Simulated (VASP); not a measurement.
# HfN in VASP: a series of runs

Runs on HfN. Level: PBE. Tasks: single point.

Everything below comes from runs of VASP 6.6.1. Logs are shortened: lines on timing, memory, paths and dates and some standing lists are left out, and cuts for length are marked.

**1. The cell of the first run**

It takes space group Fm-3m (No. 225, cubic). The conventional cell has a = 4.744 Å, b = 4.744 Å, c = 4.744 Å, α = 90.00°, β = 90.00°, γ = 90.00°. Hf (site symmetry m-3m) has 6 N at 2.37 Å within 3.1 Å. Within 3.1 Å of N (site symmetry m-3m) lie 6 Hf at 2.37 Å.

**2. Single point, PBE (strain +0.050 along x and y, +0.050 along z)**

Input file INCAR:

```
SYSTEM = HfN
  PREC = Accurate
  ENCUT = 520
  EDIFF = 1E-6
  ISMEAR = 0
  SIGMA = 0.15
  LREAL = .FALSE.
  LASPH = .TRUE.
  NELM = 80
  ALGO = Normal
  ISIF = 2
  LWAVE = .FALSE.
  LCHARG = .TRUE.
  GGA = PE
  LELF = .TRUE.
  LVHAR = .TRUE.
  NBANDS = 14
```

Input file KPOINTS:

```
Automatic mesh
0
G
  18 18 18
  0 0 0
```

Input file POSCAR:

```
HfN
1.0
    0.0000000000      2.3719500000      2.3719500000
    2.3719500000      0.0000000000      2.3719500000
    2.3719500000      2.3719500000      0.0000000000
Hf N
1 1
Direct
    0.0000000000      0.0000000000      0.0000000000
    0.5000000000      0.5000000000      0.5000000000
```

Potentials or basis: VASP PAW PBE potentials, release 64 (Hf_pv, N).

Command:

```bash
$ cat potpaw_PBE.64/Hf_pv/POTCAR potpaw_PBE.64/N/POTCAR > POTCAR
$ mpirun -np 1 vasp_std > vasp.out
```

OUTCAR:

```text
SYSTEM = HfN
   PREC = Accurate
   ENCUT = 520
   EDIFF = 1E-6
   ISMEAR = 0
   LREAL = .FALSE.
   LASPH = .TRUE.
   NELM = 80
   ISIF = 2
   GGA = PE

 ion  position               nearest neighbor table
   1  0.000  0.000  0.000-   2 2.37   2 2.37   2 2.37   2 2.37   2 2.37   2 2.37
   2  0.500  0.500  0.500-   1 2.37   1 2.37   1 2.37   1 2.37   1 2.37   1 2.37

  LATTYP: Found a face centered cubic cell.
 ALAT       =     4.7439000000

  Lattice vectors:

 A1 = (   0.0000000000,   2.3719500000,   2.3719500000)
 A2 = (   2.3719500000,   0.0000000000,   2.3719500000)
 A3 = (   2.3719500000,   2.3719500000,   0.0000000000)

Analysis of symmetry for initial positions (statically):
=====================================================================
 Subroutine PRICEL returns:
 Original cell was already a primitive cell.

 Routine SETGRP: Setting up the symmetry group for a
 face centered cubic supercell.

 Subroutine GETGRP returns: Found 48 space group operations
 (whereof 48 operations were pure point group operations)
 out of a pool of 48 trial point group operations.

The static configuration has the point symmetry O_h .

Analysis of symmetry for dynamics (positions and initial velocities):
=====================================================================
 Subroutine PRICEL returns:
 Original cell was already a primitive cell.

 Routine SETGRP: Setting up the symmetry group for a
 face centered cubic supercell.

 Subroutine GETGRP returns: Found 48 space group operations
 (whereof 48 operations were pure point group operations)
 out of a pool of 48 trial point group operations.

The dynamic configuration has the point symmetry O_h .

 Subroutine INISYM returns: Found 48 space group operations
 (whereof 48 operations are pure point group operations),
 and found     1 'primitive' translations

----------------------------------------------------------------------------------------

                                     Primitive cell

  volume of cell :      26.6899

  direct lattice vectors                    reciprocal lattice vectors
     0.000000000  2.371950000  2.371950000    -0.210797024  0.210797024  0.210797024
     2.371950000  0.000000000  2.371950000     0.210797024 -0.210797024  0.210797024
     2.371950000  2.371950000  0.000000000     0.210797024  0.210797024 -0.210797024

  length of vectors
     3.354443859  3.354443859  3.354443859     0.365111155  0.365111155  0.365111155

  position of ions in fractional coordinates (direct lattice)
     0.000000000  0.000000000  0.000000000
     0.500000000  0.500000000  0.500000000

  ion indices of the primitive-cell ions
   primitive index   ion index
                 1           1
                 2           2

[... 88 lines left out ...]
   IALGO  =     38    algorithm
   IMIX   =      4    mixing-type and parameters
     AMIX     =   0.40;   BMIX     =  1.00
     AMIX_MAG =   1.60;   BMIX_MAG =  1.00
  volume/ion in A,a.u.               =      13.34        90.06
  Fermi-wavevector in a.u.,A,eV,Ry     =   1.351003  2.553026 24.833486  1.825210
  Thomas-Fermi vector in A             =   2.478461
   LORBIT       =      0    0 simple, 1 ext, 2 COOP (PROOUT), +10 PAW based schemes
   GGA     = PE    functional components
   LHFCALC =     F    Hartree Fock is set to
   AEXX    =    0.0000 exact exchange contribution
   IVDW    =     0    specifies the selected vdW correction
   LEPSILON=     F    determine dielectric tensor
   LRPA    =     F    only Hartree local field effects (RPA)
 non-spin polarized calculation
 Gauss-broadening in eV      SIGMA  =   0.15
  energy-cutoff  :      520.00
  volume of cell :       26.69
 maximum number of plane-waves:       745
 NGX is ok and might be reduce to    28
   NGX = 13   NGY = 13   NGZ = 13

 number of electron      14.9999999 magnetization

 Free energy of the ion-electron system (eV)
  ---------------------------------------------------
  ext. energy  EPLUGINS =         0.00000000
  ---------------------------------------------------
  free energy    TOTEN  =       -21.43799521 eV

  energy without entropy =      -21.42923088  energy(sigma->0) =      -21.43361305

 E-fermi :   7.1031     XC(G=0): -11.9812

 val. band max:        7.0973972345   @ k =  -0.1667   0.1667   0.0556
 cond. band min:       7.1358372364   @ k =   0.1667   0.0000   0.0000
 fundamental gap:      0.0384400020
 Fermi energy:         7.1031196971

 k-point     1 :       0.0000    0.0000    0.0000
  band No.  band energies     occupation
      1     -24.5917      2.00000
      2     -24.5917      2.00000
      3     -24.5917      2.00000
      4      -9.5179      2.00000
      5       4.2917      2.00000
      6       4.2917      2.00000
      7       4.2917      2.00000
      8       6.8357      1.98831
      9       6.8357      1.98831
     10       6.8357      1.98831
     11       7.6479      0.00000
     12       8.7454      0.00000
     13       8.7454      0.00000
     14      16.3429      0.00000
[... 377 lines left out ...]
      1     -24.8568      2.00000
      2     -24.6357      2.00000
      3     -24.6109      2.00000
      4      -8.6423      2.00000
      5       1.2281      2.00000
      6       2.5599      2.00000
      7       2.8402      2.00000
      8       7.4045      0.00449
      9       7.9225      0.00000
     10       8.6055      0.00000
     11      10.0767      0.00000
     12      11.2963      0.00000
     13      11.8297      0.00000
     14      18.6706      0.00000

 [... further k-points ...]

------------------------ aborting loop because EDIFF is reached ----------------------------------------

  FORCE on cell =-STRESS in cart. coord.  units (eV):
  Direction    XX          YY          ZZ          XY          YZ          ZX
  --------------------------------------------------------------------------------------
  -------------------------------------------------------------------------------------
  Total       -4.5324005     -4.5324005     -4.5324005     -0.0000000      0.0000000      0.0000000
  in kB     -272.0772765   -272.0772765   -272.0772765     -0.0000000      0.0000000      0.0000000
  external PRESSURE =    -272.0772765 kB  Pullay stress =       0.0000000 kB

 VOLUME and BASIS-vectors are now :
 -----------------------------------------------------------------------------
  energy-cutoff  :      520.00
  volume of cell :       26.69
      direct lattice vectors                 reciprocal lattice vectors
     0.000000000  2.371950000  2.371950000    -0.210797024  0.210797024  0.210797024
     2.371950000  0.000000000  2.371950000     0.210797024 -0.210797024  0.210797024
     2.371950000  2.371950000  0.000000000     0.210797024  0.210797024 -0.210797024

 POSITION                                       TOTAL-FORCE (eV/Angst)
 -----------------------------------------------------------------------------------
      0.00000      0.00000      0.00000         0.000000     -0.000000      0.000000
      2.37195      2.37195      2.37195        -0.000000      0.000000     -0.000000
 -----------------------------------------------------------------------------------
    total drift:                                0.000000      0.000000      0.000000

  FREE ENERGIE OF THE ION-ELECTRON SYSTEM (eV)
  ---------------------------------------------------
  free  energy   TOTEN  =       -21.4379952081 eV

  energy  without entropy=      -21.4292308845  energy(sigma->0) =      -21.43361305
```

stdout:

```text
POSCAR found type information on POSCAR HfN
 POSCAR found :  2 types and       2 ions
 scaLAPACK will be used
 LDA part: xc-table for (Slater+PW92), standard interpolation
 POSCAR, INCAR and KPOINTS ok, starting setup
 FFT: planning ... GRIDC
 FFT: planning ... GRID_SOFT
 FFT: planning ... GRID
 WAVECAR not read
 entering main loop
```

Run time: 32 s. Hardware: 1 thread of Intel Xeon 6975P-C (Granite Rapids), shared host; peak memory 0.22 GiB.

Results:

```yaml
Free_energy: -21.4380 eV
Pressure: -27.2 GPa
```

Caveat: the cell differs from its parent crystal (strain +0.050 along x and y, +0.050 along z); spin-orbit coupling is left out, which moves the levels of the heavy elements.

**3. Single point, PBE (strain -0.050 along x and y, +0.000 along z)**

Input file INCAR:

```
PREC = Accurate
ENCUT = 520
EDIFF = 1E-6
ISMEAR = 0
SIGMA = 0.15
LREAL = F
LASPH = T
NELM = 60
ALGO = Normal
ISIF = 2
LWAVE = F
LCHARG = T
GGA = PE
LELF = T
LVHAR = T
NBANDS = 14
```

Input file KPOINTS:

```
regular mesh
0
Gamma
  18 18 18
```

Input file POSCAR:

```
HfN
1.0
    0.0000000000      2.1460500000      2.2590000000
    2.1460500000      0.0000000000      2.2590000000
    2.1460500000      2.1460500000      0.0000000000
Hf N
1 1
Direct
    0.0000000000      0.0000000000      0.0000000000
    0.5000000000      0.5000000000      0.5000000000
```

Potentials or basis: VASP PAW PBE potentials, release 64 (Hf_pv, N).

Command:

```bash
$ cat potpaw_PBE.64/Hf_pv/POTCAR potpaw_PBE.64/N/POTCAR > POTCAR
$ mpirun -np 1 vasp_std > vasp.out
```

It took 42 s on 1 thread of Intel Xeon 6975P-C (Granite Rapids), shared host; peak memory 0.26 GiB.

It converged, with:

* Free energy: -21.3951 eV
* Pressure: 41.4 GPa

Stress tensor (GPa, compression positive):
```
54.20  0.00  0.00
 0.00 54.20  0.00
 0.00  0.00 15.84
```

Levels at points of the mesh, in eV from the Fermi level:
| k point | band 4 | band 5 | band 6 | band 7 | band 8 | band 9 | band 10 | band 11 | band 12 | band 13 |
| --- | --- | --- | --- | --- | --- | --- | --- | --- | --- | --- |
| (0.00, 0.00, 0.00) | -18.15 | -3.38 | -3.05 | -3.05 | -0.86 | -0.20 | -0.20 | 1.14 | 2.63 | 3.51 |
| (0.50, 0.00, 0.00) | -14.75 | -9.52 | -6.81 | -6.74 | 3.75 | 4.07 | 4.49 | 4.94 | 9.25 | 10.84 |
| (0.50, 0.50, 0.00) | -17.08 | -5.77 | -4.22 | -3.57 | -3.57 | 4.66 | 6.31 | 6.31 | 6.86 | 9.13 |
| (0.50, 0.00, 0.50) | -17.06 | -5.13 | -4.35 | -4.00 | -3.64 | 4.41 | 5.86 | 6.78 | 7.15 | 9.66 |

Caveat: the cell differs from its parent crystal (strain -0.050 along x and y, +0.000 along z); spin-orbit coupling is left out, which moves the levels of the heavy elements.

**4. Single point, PBE (strain -0.025 along x and y, +0.050 along z)**

Input file INCAR:

```
SYSTEM = HfN
  PREC = Accurate
  ENCUT = 520
  EDIFF = 1E-6
  ISMEAR = 0
  SIGMA = 0.15
  LREAL = .FALSE.
  LASPH = .TRUE.
  NELM = 60
  ALGO = Normal
  ISIF = 2
  LWAVE = .FALSE.
  LCHARG = .TRUE.
  GGA = PE
  LELF = .TRUE.
  LVHAR = .TRUE.
  NBANDS = 14
```

Input file KPOINTS:

```
regular mesh
0
G
  18 18 18
  0 0 0
```

Input file POSCAR:

```
HfN
1.0
    0.0000000000      2.2025250000      2.3719500000
    2.2025250000      0.0000000000      2.3719500000
    2.2025250000      2.2025250000      0.0000000000
Hf N
1 1
Direct
    0.0000000000      0.0000000000      0.0000000000
    0.5000000000      0.5000000000      0.5000000000
```

Command:

```bash
$ cat potpaw_PBE.64/Hf_pv/POTCAR potpaw_PBE.64/N/POTCAR > POTCAR
$ mpirun -np 1 vasp_std > vasp.out
```

Wall time 41 s (1 thread of Intel Xeon 6975P-C (Granite Rapids), shared host); peak memory 0.27 GiB.

It converged, with:

```
Free energy : -21.6333 eV
Pressure    : 7.0 GPa
```

Stress tensor (GPa, compression positive):
```
 18.28   0.00   0.00
  0.00  18.28   0.00
  0.00   0.00 -15.58
```

Levels at points of the mesh, in eV from the Fermi level:
| k point | band 4 | band 5 | band 6 | band 7 | band 8 | band 9 | band 10 | band 11 | band 12 | band 13 |
| --- | --- | --- | --- | --- | --- | --- | --- | --- | --- | --- |
| (0.00, 0.00, 0.00) | -17.57 | -3.27 | -2.95 | -2.95 | -0.91 | -0.06 | -0.06 | 0.29 | 2.50 | 3.00 |
| (0.50, 0.00, 0.00) | -14.78 | -8.93 | -6.31 | -6.24 | 3.28 | 3.52 | 4.04 | 4.34 | 7.65 | 9.76 |
| (0.50, 0.50, 0.00) | -16.54 | -5.91 | -3.72 | -3.50 | -3.50 | 4.11 | 5.45 | 5.45 | 5.61 | 7.69 |
| (0.50, 0.00, 0.50) | -16.48 | -5.17 | -3.97 | -3.88 | -3.66 | 3.61 | 4.90 | 6.08 | 6.13 | 8.38 |

Caveat: the cell differs from its parent crystal (strain -0.025 along x and y, +0.050 along z); spin-orbit coupling is left out, which moves the levels of the heavy elements.

**5. Overview**

```tsv
cell	gap on the mesh (eV)	pressure (GPa)
a = 3.354 Å, angles 60.0°, 2 atoms	none	-27.2
a = 3.116, b = 3.116, c = 3.035 Å, angles 60.9, 60.9, 58.3°, 2 atoms	none	41.4
a = 3.237, b = 3.237, c = 3.115 Å, angles 61.2, 61.2, 57.5°, 2 atoms	none	7.0
```

Alike in all rows: task single point; level PBE; potentials or basis VASP PAW PBE potentials, release 64 (Hf_pv, N); no spin polarisation; k mesh 18 × 18 × 18; cutoff (eV) 520; smearing gaussian 0.15 eV.

Caveats: spin-orbit coupling is left out, which moves the levels of the heavy elements.

Total energies depend on the potentials used, so only differences within one code and one set of settings carry meaning.
